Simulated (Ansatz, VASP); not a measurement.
## Mo in VASP and in Ansatz

Contents of INCAR:

```
PREC = Accurate
ENCUT = 520
EDIFF = 1E-6
ISMEAR = 0
SIGMA = 0.15
LREAL = False
LASPH = True
NELM = 100
ALGO = Fast
ISIF = 2
LWAVE = False
LCHARG = False
GGA = PS
NBANDS = 66
```

Contents of KPOINTS:

```
regular mesh
0
Gamma
  12 12 12
```

POSCAR

```
Mo
1.0
   -3.1420000000     -3.1420000000      3.1420000000
   -3.1420000000      3.1420000000     -3.1420000000
    3.1420000000     -3.1420000000     -3.1420000000
Mo
8
Direct
    0.4777211967      0.4777211967      0.5000000000
    0.0000000000      0.5000000000      0.5000000000
    0.5000000000      0.0000000000      0.5000000000
    0.0000000000      0.0000000000      0.5000000000
    0.5000000000      0.5000000000      0.0000000000
    0.0000000000      0.5000000000      0.0000000000
    0.5000000000      0.0000000000      0.0000000000
    0.0000000000      0.0000000000      0.0000000000
```

Input for Ansatz:

```yaml
crystal:
  lattice:
    - [-3.142, -3.142, 3.142]
    - [-3.142, 3.142, -3.142]
    - [3.142, -3.142, -3.142]
  atoms:
    - { symbol: Mo, position: [0.4777211967, 0.4777211967, 0.5] }
    - { symbol: Mo, position: [0.0, 0.5, 0.5] }
    - { symbol: Mo, position: [0.5, 0.0, 0.5] }
    - { symbol: Mo, position: [0.0, 0.0, 0.5] }
    - { symbol: Mo, position: [0.5, 0.5, 0.0] }
    - { symbol: Mo, position: [0.0, 0.5, 0.0] }
    - { symbol: Mo, position: [0.5, 0.0, 0.0] }
    - { symbol: Mo, position: [0.0, 0.0, 0.0] }
basis:
  ecutwfc: 420
kpoints:
  mp_grid: { grid: [12, 12, 12] }
hamiltonian:
  xc: pbesol
scf:
  occupations: { method: gaussian, width: 0.15 }
output:
  forces: true
  stress: true
  eigenvalues: true
```

Alike in both runs: task single point; functional PBEsol; k mesh 12 × 12 × 12; occupations gaussian, width 0.15 eV; no spin polarisation.

```csv
,VASP,Ansatz
version,VASP 6.6.1,Ansatz 0.2.0
potentials or method,"VASP PAW PBE potentials, release 64 (Mo_sv), cutoff 520 eV","scalar-relativistic, plane waves, PAW"
valence electrons in the cell,112,112
```

```csv
,VASP,Ansatz,Ansatz less VASP
gap on the k mesh at the Fermi level (eV),none,none,-
pressure (GPa),-2.2,-2.7,-0.52
"traceless stress, the component that is largest in VASP (GPa)",0.53,0.53,+0.003
rms of the force components (eV/Å),0.429,0.425,-0.0041
```

VASP's potentials were made for PBE, not for PBEsol. Atom by atom the forces differ by 0.005 eV/Å (rms over components). A gap of «none» marks a metal or a gap that the smearing closes. The functional is the same, so the differences come from potentials, cutoffs and numerics.
